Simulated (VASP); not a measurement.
Input of a VASP 6.6.1 run:

The input INCAR:

```
SYSTEM = AgCl
ALGO = Normal ; EDIFF = 1E-6
ENCUT = 520 ; GGA = PS
ISIF = 2 ; ISMEAR = 0
LASPH = .True. ; LCHARG = .False.
LREAL = .False. ; LWAVE = .False.
NBANDS = 26 ; NELM = 80
PREC = Accurate ; SIGMA = 0.05
```

The input KPOINTS:

```
k-points
0
Gamma
  10 10 6
  0 0 0
```

File POSCAR:

```
AgCl
1.0
    3.5643403428      0.0000000000      0.0000000000
    0.0000000000      3.3311591989      0.0000000000
    0.0000000000      0.0000000000      6.6623183978
Ag Cl
2 2
Direct
    0.0000000000      0.0000000000      0.0000000000
    0.0000000000      0.0000000000      0.5000000000
    0.5000000000      0.5000000000      0.2500000000
    0.5000000000      0.5000000000      0.7500000000
```

Potentials or basis: VASP PAW PBE potentials, release 64 (Ag, Cl).

Run with:

```sh
$ cat potpaw_PBE.64/Ag/POTCAR potpaw_PBE.64/Cl/POTCAR > POTCAR
$ mpirun -np 1 vasp_std > vasp.out
```

Question: Predict the pressure.

Answer: -3.7 GPa.

Question: What does it give for the band gap on the k mesh?

Answer: 0.33 eV.

Stress tensor (GPa, compression positive):
```
-5.78  0.00  0.00
 0.00 -2.66  0.00
 0.00  0.00 -2.66
```

Caveat: the cell stands under tension; semilocal functionals underestimate gaps, and a narrow one can read as zero; the PAW data sets were made with another functional, which shifts forces and pressure a little. A k mesh can miss the band edges.
